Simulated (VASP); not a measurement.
Input of a VASP 6.6.1 run:

INCAR

```
SYSTEM = BaFeO3
PREC = Accurate ; ENCUT = 520
EDIFF = 1E-6 ; ISMEAR = 0
SIGMA = 0.1 ; LREAL = .False.
LASPH = .True. ; NELM = 150
ALGO = Normal ; ISIF = 2
LWAVE = .False. ; LCHARG = .False.
ISPIN = 2 ; MAGMOM = 0 3.5 0 0 0
LORBIT = 11 ; LMAXMIX = 4
NBANDS = 30
```

Contents of KPOINTS:

```
Automatic mesh
0
Gamma
  8 8 8
  0 0 0
```

Contents of POSCAR:

```
BaFeO3
1.0
    4.0200000000      0.0000000000      0.0000000000
    0.0000000000      4.0200000000      0.0000000000
    0.0000000000      0.0000000000      4.0200000000
Ba Fe O
1 1 3
Direct
    0.0000000000      0.0000000000      0.0000000000
    0.5000000000      0.5000000000      0.5000000000
    0.5000000000      0.5000000000      0.0000000000
    0.0000000000      0.5000000000      0.5000000000
    0.5000000000      0.0000000000      0.5000000000
```

Potentials or basis: VASP PAW LDA potentials, release 64 (Ba_sv, Fe, O).

Run with:

```sh
$ cat potpaw_LDA.64/Ba_sv/POTCAR potpaw_LDA.64/Fe/POTCAR potpaw_LDA.64/O/POTCAR > POTCAR
$ mpirun -np 1 vasp_std > vasp.out
```

Estimate the net moment.

3.67 μB per cell.

Predict the pressure.

-16.2 GPa.

Caveat: a cell with one magnetic atom can't hold antiferromagnetic order, which such compounds often take.
